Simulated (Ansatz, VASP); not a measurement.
Ge: VASP beside Ansatz

```xyz
4
Lattice="3.9966 0.0001 0.0000 -1.9982 3.4611 -0.0002 0.0000 -0.0004 6.5944" Properties=species:S:1:pos:R:3 pbc="T T T"
Ge    1.9990    1.1522    0.4146
Ge   -0.0006    2.3089    3.7118
Ge    1.9977    1.1552    2.8824
Ge    0.0007    2.3054    6.1797
```

Change from the starting cell: cell sheared at random, sigma 0.03, atoms nudged by 0.01 Å; relaxed back.

Alike in both runs: functional PBEsol; k mesh 12 × 12 × 6; occupations gaussian, width 0.15 eV; no spin polarisation.

Ansatz relaxed the structure, and its values are those at the end. VASP's run is a single point on that final structure, the one shown.

```csv
,VASP,Ansatz
version,VASP 6.6.1,Ansatz 0.2.0
potentials or method,"VASP PAW PBE potentials, release 64 (Ge_d), cutoff 520 eV","scalar-relativistic, plane waves, PAW"
valence electrons in the cell,56,56
```

|  | VASP | Ansatz | Ansatz less VASP |
| --- | --- | --- | --- |
| gap on the k mesh at the Fermi level (eV) | none | none | - |
| pressure (GPa) | -0.1 | 0.0 | +0.10 |

VASP's potentials were made for PBE, not for PBEsol. A gap of «none» marks a metal or a gap that the smearing closes.
